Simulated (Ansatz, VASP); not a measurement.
**Two plane-wave programs on K3SF**

```
F S K
1.0
     5.93181    0.00000    0.00000
     0.00000    5.93181    0.00000
     0.00000    0.00000    5.93181
F S K
1 1 3
Direct
  0.00000 0.00000 0.00000
  0.50000 0.50000 0.50000
  0.50000 0.50000 0.00000
  0.50000 0.00000 0.50000
  0.00000 0.50000 0.50000
```

Alike in both runs: task single point; functional HSE06; k mesh 2 × 2 × 2; no spin polarisation.

|  | VASP | Ansatz |
| --- | --- | --- |
| version | VASP 6.6.1 | Ansatz 0.2.0 |
| potentials or method | VASP PAW PBE potentials, release 64 (F, S, K_sv) | plane waves |
| plane-wave cutoff (eV) | 520 | 420 |
| occupations | gaussian, width 0.01 eV | fixed |
| valence electrons in the cell | 40 | 40 |

|  | VASP | Ansatz | Ansatz less VASP |
| --- | --- | --- | --- |
| gap on the k mesh at the Fermi level (eV) | 2.85 | 2.85 | -0.001 |
| pressure (GPa) | 0.1 | 0.1 | 0.00 |

Ansatz's warnings: stress exchange threshold loose, stress scf threshold loose.

The k mesh is coarse, so the values compare programs but aren't converged.
